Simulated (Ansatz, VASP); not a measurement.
**One calculation of NiO, two programs**

```
Ni O
1.0
     0.02091    2.10177    2.10177
     2.10177    0.02091    2.10177
     2.10177    2.10177    0.02091
Ni O
1 1
Direct
  0.00000 0.00000 0.00000
  0.50000 0.50000 0.50000
```

Change from the starting cell: equal xy, yz and zx shear strains of +1 %, crystal datasets.

Alike in both runs: task electric field gradients; functional PBE; k mesh 17 × 17 × 17; occupations fermi-dirac, width 0.03 eV; collinear spin.

|  | VASP | Ansatz |
| --- | --- | --- |
| version | VASP 6.6.1 | Ansatz 0.2.0 |
| potentials or method | VASP PAW PBE potentials, release 64 (Ni, O), cutoff 520 eV | all-electron PAW with datasets made for the crystal, scalar-relativistic |

|  | VASP | Ansatz | Ansatz less VASP |
| --- | --- | --- | --- |
| pressure (GPa) | 3.8 | 4.7 | +0.90 |
| traceless stress, the component that is largest in VASP (GPa) | -0.58 | -0.57 | +0.007 |
| net moment per atom (μB) | 0.86 | 0.89 | +0.039 |
| size of the moment on the site where the two differ most (μB) | 1.41 | 1.45 | +0.035 |
| size of Vzz on the site where it differs most (V/Å²) | 2.5 | 1.9 | -0.52 |

Site moments also hang on the region over which each program counts them. Ansatz ran all-electron here, and VASP with PAW potentials.
